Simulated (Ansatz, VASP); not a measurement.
**C in VASP and in Ansatz**

```xyz
2
Lattice="0.0000 1.8673 1.8276 1.6024 0.0000 1.8276 1.6024 1.8673 0.0000" Properties=species:S:1:pos:R:3 pbc="T T T"
C     1.6024    1.8673    1.8276
C     2.4037    2.8010    2.7414
```

Change from the starting cell: strain +e along x and -e along y -0.0750, strain +e along z and -e/2 along x and y +0.0350.

Alike in both runs: task single point; functional LDA; k mesh 12 × 12 × 12; occupations gaussian, width 0.05 eV; no spin polarisation.

|  | VASP | Ansatz |
| --- | --- | --- |
| version | VASP 6.6.1 | Ansatz 0.2.0 |
| potentials or method | VASP PAW LDA potentials, release 64 (C_h), cutoff 910 eV | scalar-relativistic, plane waves, PAW |
| valence electrons in the cell | 8 | 8 |

Ansatz gave:

```
gap on the k mesh at the Fermi level (eV) : 0.73
least direct gap on the mesh (eV)         : 3.43
```

Problem. Which values does VASP return?

Solution. gap on the k mesh at the Fermi level (eV): 0.72; least direct gap on the mesh (eV): 3.43.

Ansatz warns that its potentials were made for another functional, while VASP's fit it. LDA's correlation is that of Perdew and Zunger in VASP and of Perdew and Wang (1992) in Ansatz.

Noted on VASP's run: the cutoff is short for stress, so the pressure is rough.
